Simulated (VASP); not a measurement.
# C (Cm) in VASP: notebook

C is run at these levels: LDA; tasks: single point.

The COD entry that gives the cell may itself be a prediction, so a difference from it is no test against experiment.

Everything below comes from runs of VASP 6.6.1. Logs are shortened: lines on timing, memory, paths and dates and some standing lists are left out, and cuts for length are marked.

### 1 The cell of the first run

The structure is monoclinic, space group Cm (No. 8). The conventional cell has a = 4.315 Å, b = 2.491 Å, c = 10.310 Å, α = 90.00°, β = 96.00°, γ = 90.00°. Within 2.0 Å of C (site symmetry m) lie 4 C at 1.53 Å. C (site symmetry m) has 4 C at 1.53 Å within 2.0 Å. C (site symmetry m) has 4 C at 1.53 Å within 2.0 Å. Within 2.0 Å of C (site symmetry m) lie 4 C at 1.53 Å. Within 2.0 Å of C (site symmetry m) lie 4 C at 1.53 Å. Within 2.0 Å of C (site symmetry m) lie 4 C at 1.53 Å. C (site symmetry m) has 3 C at 1.53 Å within 2.0 Å. C (site symmetry m) has 4 C at 1.53 to 1.55 Å within 2.0 Å.

### 2 Single point, LDA

INCAR reads:

```
SYSTEM = C
PREC     = Accurate       ! precision mode
ENCUT    = 520            ! plane-wave cutoff, eV
EDIFF    = 1E-6           ! SCF threshold, eV
ISMEAR   = 0              ! smearing method
SIGMA    = 0.05           ! smearing width, eV
LREAL    = .False.        ! projectors in reciprocal space
LASPH    = .True.         ! aspherical terms in the spheres
NELM     = 100            ! most SCF steps
ALGO     = Normal         ! electronic algorithm
ISIF     = 2              ! what is computed and relaxed
LWAVE    = .False.        ! write WAVECAR
LCHARG   = .False.        ! write CHGCAR
NBANDS   = 31             ! bands
```

KPOINTS reads:

```
Automatic mesh
0
Gamma
  10 10 3
  0 0 0
```

POSCAR reads:

```
C
1.0
   -2.4912907516      0.0000000000      0.0000000000
   -1.2456453758     -2.1575210791      0.0000000000
   -0.9341094673     -0.5393083524     10.2538776052
C
10
Direct
   -0.4850764425     -0.4850764425      0.8741556576
    0.5521464225      0.5521464225      0.7252443424
    0.0353241222      0.0353241222      0.1257869493
    0.6150458578      0.6150458578      0.4736130507
   -0.0019234208     -0.0019234208      0.2747969895
    0.6522934008      0.6522934008      0.3246030105
   -0.1642759562     -0.1642759562      0.9242937306
    0.2313459362      0.2313459362      0.6751062694
    0.3811861205      0.3811861205      0.0756656066
    0.2691838595      0.2691838595      0.5237343934
```

Potentials or basis: VASP PAW LDA potentials, release 64 (C).

On the command line:

```console
cat potpaw_LDA.64/C/POTCAR > POTCAR
mpirun -np 1 vasp_std > vasp.out
```

OUTCAR:

```text
SYSTEM = C
   PREC = Accurate
   ENCUT = 520
   EDIFF = 1E-6
   ISMEAR = 0
   LREAL = .False.
   LASPH = .True.
   NELM = 100
   ISIF = 2

 ion  position               nearest neighbor table
   1  0.515  0.515  0.874-   2 1.53   7 1.53   7 1.53   7 1.53
   2  0.552  0.552  0.725-   1 1.53   8 1.53   8 1.53   8 1.53
   3  0.035  0.035  0.126-   9 1.53   9 1.53   9 1.53   5 1.53
   4  0.615  0.615  0.474-  10 1.53  10 1.53  10 1.53   6 1.53
   5  0.998  0.998  0.275-   6 1.53   6 1.53   6 1.53   3 1.53
   6  0.652  0.652  0.325-   5 1.53   5 1.53   5 1.53   4 1.53
   7  0.836  0.836  0.924-   1 1.53   1 1.53   1 1.53   9 2.02   9 2.02
   8  0.231  0.231  0.675-   2 1.53   2 1.53   2 1.53  10 1.55
   9  0.381  0.381  0.076-   3 1.53   3 1.53   3 1.53   7 2.02   7 2.02
  10  0.269  0.269  0.524-   4 1.53   4 1.53   4 1.53   8 1.55

  LATTYP: Found a base centered monoclinic cell.
 ALAT       =     4.3150421582
 B/A-ratio  =     0.5773502692
 C/A-ratio  =     2.3894209135
 COS(beta)  =    -0.1046139109

  Lattice vectors:

 A1 = (   2.4912907516,   0.0000000000,   0.0000000000)
 A2 = (   1.2456453758,   2.1575210791,   0.0000000000)
 A3 = (  -0.9341094673,  -0.5393083524,  10.2538776052)

Analysis of symmetry for initial positions (statically):
=====================================================================
 Subroutine PRICEL returns:
 Original cell was already a primitive cell.

 Routine SETGRP: Setting up the symmetry group for a
 base centered monoclinic supercell.

 Subroutine GETGRP returns: Found  2 space group operations
 (whereof  2 operations were pure point group operations)
 out of a pool of  4 trial point group operations.

The static configuration has the point symmetry C_1h.

Analysis of symmetry for dynamics (positions and initial velocities):
=====================================================================
 Subroutine PRICEL returns:
 Original cell was already a primitive cell.

 Routine SETGRP: Setting up the symmetry group for a
 base centered monoclinic supercell.

 Subroutine GETGRP returns: Found  2 space group operations
 (whereof  2 operations were pure point group operations)
 out of a pool of  4 trial point group operations.

The dynamic configuration has the point symmetry C_1h.

 Subroutine INISYM returns: Found  2 space group operations
 (whereof  2 operations are pure point group operations),
 and found     1 'primitive' translations

----------------------------------------------------------------------------------------

                                     Primitive cell

  volume of cell :      55.1147

  direct lattice vectors                    reciprocal lattice vectors
    -2.491290752  0.000000000  0.000000000    -0.401398351  0.231747446 -0.024377770
    -1.245645376 -2.157521079  0.000000000     0.000000000 -0.463494892 -0.024377770
    -0.934109467 -0.539308352 10.253877605     0.000000000  0.000000000  0.097524082

  length of vectors
     2.491290752  2.491290752 10.310451975     0.464135531  0.464135531  0.097524082

  position of ions in fractional coordinates (direct lattice)
     0.514923557  0.514923557  0.874155658
     0.552146423  0.552146423  0.725244342
     0.035324122  0.035324122  0.125786949
     0.615045858  0.615045858  0.473613051
     0.998076579  0.998076579  0.274796989
     0.652293401  0.652293401  0.324603010
     0.835724044  0.835724044  0.924293731
     0.231345936  0.231345936  0.675106269
     0.381186120  0.381186120  0.075665607
     0.269183860  0.269183860  0.523734393

  ion indices of the primitive-cell ions
   primitive index   ion index
                 1           1
                 2           2
                 3           3
                 4           4
                 5           5
                 6           6
                 7           7
                 8           8
                 9           9
                10          10

----------------------------------------------------------------------------------------

 KPOINTS: Automatic mesh

Automatic generation of k-mesh.
 Grid dimensions read from file:
 generate k-points for:   10   10    3

 Generating k-lattice:

  Cartesian coordinates                     Fractional coordinates (reciprocal lattice)
    -0.040139835  0.023174745 -0.002437777     0.100000000  0.000000000  0.000000000
     0.000000000 -0.046349489 -0.002437777     0.000000000  0.100000000 -0.000000000
     0.000000000  0.000000000  0.032508027     0.000000000  0.000000000  0.333333333

  Length of vectors
     0.046413553  0.046413553  0.032508027

  Shift w.r.t. Gamma in fractional coordinates (k-lattice)
     0.000000000  0.000000000  0.000000000

 Subroutine IBZKPT returns following result:
 ===========================================

 Found     86 irreducible k-points:

 Following reciprocal coordinates:
            Coordinates               Weight
  0.000000  0.000000  0.000000      1.000000
  0.100000  0.000000 -0.000000      4.000000
  0.200000  0.000000 -0.000000      4.000000
  0.300000  0.000000 -0.000000      4.000000
  0.400000  0.000000  0.000000      4.000000
  0.500000  0.000000  0.000000      2.000000
[... 16 lines left out ...]
  0.300000  0.300000 -0.000000      2.000000
  0.400000  0.300000  0.000000      4.000000
 [... further k-points ...]
   k-points           NKPTS =     86   k-points in BZ     NKDIM =     86   number of bands    NBANDS=     31
   number of dos      NEDOS =    301   number of ions     NIONS =     10
   total plane-waves  NPLWV =  32000
   dimension x,y,z NGX =    20 NGY =   20 NGZ =   80
   dimension x,y,z NGXF=    40 NGYF=   40 NGZF=  160
   ions per type =              10
   NGX,Y,Z   is equivalent  to a cutoff of  13.35, 13.35, 12.90 a.u.
   NGXF,Y,Z  is equivalent  to a cutoff of  26.69, 26.69, 25.80 a.u.
 SYSTEM =  C
   PREC   = accura    normal or accurate (medium, high low for compatibility)
   ISTART =      0    job   : 0-new  1-cont  2-samecut
   ICHARG =      2    charge: 1-file 2-atom 10-const
   ISPIN  =      1    spin polarized calculation?
   LNONCOLLINEAR =      F non collinear calculations
   LSORBIT =      F    spin-orbit coupling
   LASPH  =      T    aspherical Exc in radial PAW
   ENCUT  =  520.0 eV  38.22 Ry    6.18 a.u.   4.63  4.63 19.17*2*pi/ulx,y,z
   NELM   =    100;   NELMIN=  2; NELMDL= -5     # of ELM steps
   EDIFF  = 0.1E-05   stopping-criterion for ELM
   LREAL  =      F    real-space projection
   EDIFFG = 0.1E-04   stopping-criterion for IOM
   NSW    =      0    number of steps for IOM
   IBRION =     -1    ionic relax: 0-MD 1-quasi-New 2-CG
   NFREE  =      0    steps in history (QN), initial steepest desc. (CG)
   ISIF   =      2    stress and relaxation
   ISYM   =      2    0-nonsym 1-usesym 2-fastsym
   POTIM  = 0.5000    time-step for ionic-motion
   TEBEG  =    0.0;   TEEND  =   0.0 temperature during run
   PSTRESS=    0.0 pullay stress
   NELECT =      40.0000    total number of electrons
   NUPDOWN=      -1.0000    fix difference up-down
   EMIN   =  10.00;   EMAX   =-10.00  energy-range for DOS
   EFERMI =   0.00;   METHOD = LEGACY
   ISMEAR =     0;   SIGMA  =   0.05  broadening in eV -4-tet -1-fermi 0-gaus
   EFERMI_NEDOS =   21; number of points for ismear=-14 and -15
   IALGO  =     38    algorithm
   IMIX   =      4    mixing-type and parameters
     AMIX     =   0.40;   BMIX     =  1.00
     AMIX_MAG =   1.60;   BMIX_MAG =  1.00
  volume/ion in A,a.u.               =       5.51        37.19
  Fermi-wavevector in a.u.,A,eV,Ry     =   1.471202  2.780169 29.448929  2.164435
  Thomas-Fermi vector in A             =   2.586366
   LORBIT       =      0    0 simple, 1 ext, 2 COOP (PROOUT), +10 PAW based schemes
   GGA     = CA    functional components
   LHFCALC =     F    Hartree Fock is set to
   AEXX    =    0.0000 exact exchange contribution
   IVDW    =     0    specifies the selected vdW correction
   LEPSILON=     F    determine dielectric tensor
   LRPA    =     F    only Hartree local field effects (RPA)
 non-spin polarized calculation
 Gauss-broadening in eV      SIGMA  =   0.05
  energy-cutoff  :      520.00
  volume of cell :       55.11
 maximum number of plane-waves:      1503
   NGX =  9   NGY =  9   NGZ = 39

 number of electron      39.9999998 magnetization

 Free energy of the ion-electron system (eV)
  ---------------------------------------------------
  ext. energy  EPLUGINS =         0.00000000
  ---------------------------------------------------
  free energy    TOTEN  =       -96.80482436 eV

  energy without entropy =      -96.80372364  energy(sigma->0) =      -96.80427400

 E-fermi :  10.5201     XC(G=0): -13.6740

 val. band max:       10.5089451361   @ k =   0.1000   0.1000   0.0000
 cond. band min:      10.5416940914   @ k =  -0.3000   0.2000   0.0000
 fundamental gap:      0.0327489553
 Fermi energy:        10.5201156708

 k-point     1 :       0.0000    0.0000    0.0000
  band No.  band energies     occupation
      1     -11.5587      2.00000
      2     -10.4631      2.00000
      3     -10.3857      2.00000
      4      -7.2847      2.00000
      5      -7.1484      2.00000
      6      -1.5201      2.00000
[... 23 lines left out ...]
     30      18.5599      0.00000
     31      18.5852      0.00000

 k-point     2 :       0.1000    0.0000   -0.0000
  band No.  band energies     occupation
      1     -11.3058      2.00000
      2     -10.2413      2.00000
      3     -10.1065      2.00000
      4      -7.0999      2.00000
      5      -6.8582      2.00000
      6      -1.3586      2.00000
[... 740 lines left out ...]
 k-point    24 :       0.4000    0.3000    0.0000
  band No.  band energies     occupation
      1      -8.3076      2.00000
      2      -7.5825      2.00000
      3      -6.8531      2.00000
      4      -4.8607      2.00000
      5      -3.6507      2.00000
      6      -0.9941      2.00000
[... 23 lines left out ...]
     30      20.5517      0.00000
     31      21.5888      0.00000

 [... further k-points ...]

------------------------ aborting loop because EDIFF is reached ----------------------------------------

  FORCE on cell =-STRESS in cart. coord.  units (eV):
  Direction    XX          YY          ZZ          XY          YZ          ZX
  --------------------------------------------------------------------------------------
  -------------------------------------------------------------------------------------
  Total       -0.2766202     -2.3573681      8.5674858      1.8019805      0.7914112      1.3707644
  in kB       -8.0413124    -68.5283688    249.0556402     52.3833274     23.0062158     39.8479338
  external PRESSURE =      57.4953197 kB  Pullay stress =       0.0000000 kB

 VOLUME and BASIS-vectors are now :
 -----------------------------------------------------------------------------
  energy-cutoff  :      520.00
  volume of cell :       55.11
      direct lattice vectors                 reciprocal lattice vectors
    -2.491290752  0.000000000  0.000000000    -0.401398351  0.231747446 -0.024377770
    -1.245645376 -2.157521079  0.000000000     0.000000000 -0.463494892 -0.024377770
    -0.934109467 -0.539308352 10.253877605     0.000000000  0.000000000  0.097524082

 POSITION                                       TOTAL-FORCE (eV/Angst)
 -----------------------------------------------------------------------------------
     -2.74079     -1.58240      8.96349        -0.420690     -0.242886     -0.253239
     -2.74079     -1.58240      7.43657        -0.271561     -0.156786     -0.640237
     -0.24950     -0.14405      1.28980        -0.543750     -0.313934     -0.286551
     -2.74079     -1.58240      4.85637        -0.009030     -0.005213      0.124275
     -3.98644     -2.30157      2.81773        -0.188424     -0.108787      0.534425
     -2.74079     -1.58240      3.32844        -0.004889     -0.002823     -0.116752
     -3.98644     -2.30157      9.47759        -0.168891     -0.097509     -2.927381
     -1.49515     -0.86322      6.92246         0.004037      0.002331      0.166228
     -1.49515     -0.86322      0.77587         1.603437      0.925745      3.527613
     -1.49515     -0.86322      5.37031        -0.000238     -0.000137     -0.128380
 -----------------------------------------------------------------------------------
    total drift:                               -0.000034     -0.000020     -0.000262

  FREE ENERGIE OF THE ION-ELECTRON SYSTEM (eV)
  ---------------------------------------------------
  free  energy   TOTEN  =       -96.8048243557 eV

  energy  without entropy=      -96.8037236381  energy(sigma->0) =      -96.80427400
```

Run time: 58 s. Hardware: 1 thread of Intel Xeon 6975P-C (Granite Rapids), shared host; peak memory 0.2 GiB.

What came out:

```
Free energy            : -96.8048 eV
Pressure               : 5.7 GPa
Largest force          : 3.984 eV/Å
Band gap on the k mesh : zero (band 20 reaches 10.80 eV, above the bottom of band 21 at 10.46 eV)
```

Forces on the atoms (eV/Å):
```
C   -0.421 -0.243 -0.253
C   -0.272 -0.157 -0.640
C   -0.544 -0.314 -0.287
C   -0.009 -0.005  0.124
C   -0.188 -0.109  0.534
C   -0.005 -0.003 -0.117
C   -0.169 -0.098 -2.927
C    0.004  0.002  0.166
C    1.603  0.926  3.528
C    0.000  0.000 -0.128
```

Caveat: forces of over 1 eV/Å act on the atoms, so gaps and moduli don't describe the material at rest.

### 3 Single point, LDA

INCAR reads:

```
SYSTEM = C
ALGO = Normal
EDIFF = 1E-6
ENCUT = 520
ISIF = 2
ISMEAR = 0
LASPH = .True.
LCHARG = .True.
LELF = .True.
LREAL = .False.
LVHAR = .True.
LWAVE = .False.
NBANDS = 31
NELM = 80
PREC = Accurate
SIGMA = 0.05
```

KPOINTS reads:

```
k-points
0
Gamma
  10 10 3
  0 0 0
```

POSCAR reads:

```
C
1.0
   -2.4912907516      0.0000000000      0.0000000000
   -1.2456453758     -2.1575210791      0.0000000000
   -1.5570567198     -0.8989671163     10.2538776052
C
10
Direct
   -0.6307981907     -0.6307981907      0.8741556576
    0.4312481907      0.4312481907      0.7252443424
    0.0143554378      0.0143554378      0.1257869493
    0.5360945622      0.5360945622      0.4736130507
   -0.0477320790     -0.0477320790      0.2747969895
    0.5981820790      0.5981820790      0.3246030105
   -0.3183557211     -0.3183557211      0.9242937306
    0.1188057211      0.1188057211      0.6751062694
    0.3685726639      0.3685726639      0.0756656066
    0.1818773361      0.1818773361      0.5237343934
```

Potentials or basis: VASP PAW LDA potentials, release 64 (C).

On the command line:

```console
cat potpaw_LDA.64/C/POTCAR > POTCAR
mpirun -np 1 vasp_std > vasp.out
```

Wall time 59 s (1 thread of Intel Xeon 6975P-C (Granite Rapids), shared host); peak memory 0.2 GiB.

Results (log left out):

* Free energy: -97.3943 eV
* Pressure: 4.9 GPa
* Largest force: 5.490 eV/Å
* Band gap on the k mesh: zero (band 20 reaches 10.80 eV, above the bottom of band 21 at 10.49 eV)

Forces in eV/Å, atoms in the order of the input:
```
C    0.543  0.313 -0.026
C    0.519  0.300 -0.522
C    0.237  0.137 -0.154
C   -0.029 -0.017  0.058
C   -0.210 -0.121  0.377
C    0.012  0.007 -0.044
C    3.033  1.751 -2.354
C    0.019  0.011  0.083
C   -4.165 -2.405  2.646
C    0.041  0.024 -0.064
```

Stress tensor (GPa, compression positive):
```
 -6.04  -6.28 -24.70
 -6.28   1.20 -14.26
-24.70 -14.26  19.65
```

Levels at points of the mesh, in eV from the Fermi level:
| k point | band 17 | band 18 | band 19 | band 20 | band 21 | band 22 | band 23 | band 24 |
| --- | --- | --- | --- | --- | --- | --- | --- | --- |
| (0.00, 0.00, 0.00) | -1.14 | -0.78 | -0.66 | 0.16 | 4.53 | 5.38 | 5.51 | 5.64 |
| (0.50, 0.00, 0.00) | -4.87 | -4.79 | -3.55 | -2.52 | 2.20 | 4.55 | 4.67 | 5.68 |
| (0.50, 0.50, 0.00) | -4.76 | -3.98 | -3.82 | -1.36 | -0.16 | 4.31 | 5.13 | 5.32 |

Caveat: forces of over 1 eV/Å act on the atoms, so gaps and moduli don't describe the material at rest.

[end of part 1 of 2]
